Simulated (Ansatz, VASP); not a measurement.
## Two plane-wave programs on MnO2

```
Mn O
1.0
     2.84487    0.00000    0.00000
     0.00000    3.76632    0.00000
     0.00000    0.00000    6.03843
Mn O
2 4
Cartesian
  1.4224 1.8832 2.0730
  0.0000 0.0000 3.9654
  1.4224 0.0000 5.0576
  0.0000 1.8832 0.9808
  1.4224 0.0000 2.5470
  0.0000 1.8832 3.4914
```

Alike in both runs: task single point; functional PBEsol; k mesh 9 × 7 × 5; occupations fermi-dirac, width 0.02 eV; collinear spin; Hubbard terms Mn d U = 6.0 eV.

|  | VASP | Ansatz |
| --- | --- | --- |
| version | VASP 6.6.1 | Ansatz 0.2.0 |
| potentials or method | VASP PAW PBE potentials, release 64 (Mn_pv, O) | Ansatz PAW |
| plane-wave cutoff (eV) | 520 | 420 |
| valence electrons in the cell | 50 | 54 |

```tsv
	VASP	Ansatz	Ansatz less VASP
gap on the k mesh at the Fermi level (eV)	none	none	-
pressure (GPa)	9.1	10.2	+1.09
traceless stress, the component that is largest in VASP (GPa)	2.45	2.41	-0.044
rms of the force components (eV/Å)	0.331	0.328	-0.0030
net moment per atom (μB)	1.00	1.00	0.000
size of the moment on the site where the two differ most (μB)	3.40	2.91	-0.494
```

VASP's potentials were made for PBE, not for PBEsol. Site moments also hang on the region over which each program counts them. The programs project onto different local orbitals, so the same U acts differently, and such runs can settle in different states. Atom by atom the forces differ by 0.032 eV/Å (rms over components). A gap of «none» marks a metal or a gap that the smearing closes. VASP's potentials hold 50 valence electrons a cell and Ansatz's 54, so a difference there can come from the potentials and not from the codes.

Noted on Ansatz's run: the magnetic or orbital state may not be the lowest.
